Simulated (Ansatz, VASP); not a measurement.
## One calculation of Be2S3, two programs

```
Be S
1.0
     2.94073    1.69783    4.69080
    -2.94073    1.69783    4.69080
     0.00000   -3.39567    4.69080
Be S
4 6
Direct
  0.85589 0.85589 0.85589
  0.64411 0.64411 0.64411
  0.14411 0.14411 0.14411
  0.35589 0.35589 0.35589
  0.08077 0.41923 0.75000
  0.75000 0.08077 0.41923
  0.41923 0.75000 0.08077
  0.91923 0.58077 0.25000
  0.25000 0.91923 0.58077
  0.58077 0.25000 0.91923
```

Alike in both runs: functional PBE; k mesh 6 × 6 × 6; occupations gaussian, width 0.1 eV; no spin polarisation.

Ansatz relaxed the structure, and its values are those at the end. VASP's run is a single point on that final structure, the one shown.

|  | VASP | Ansatz |
| --- | --- | --- |
| version | VASP 6.6.1 | Ansatz 0.2.0 |
| potentials or method | VASP PAW PBE potentials, release 64 (Be, S), cutoff 600 eV | scalar-relativistic, plane waves, PAW |
| valence electrons in the cell | 44 | 44 |

VASP gave:

```
gap on the k mesh at the Fermi level (eV) : none
pressure (GPa)                            : 0.0
rms of the force components (eV/Å)        : 0.011
```

Question: What did Ansatz give for the same quantities?

Answer: gap on the k mesh at the Fermi level (eV): none; pressure (GPa): 0.0; rms of the force components (eV/Å): 0.016.

A gap of «none» marks a metal or a gap that the smearing closes.
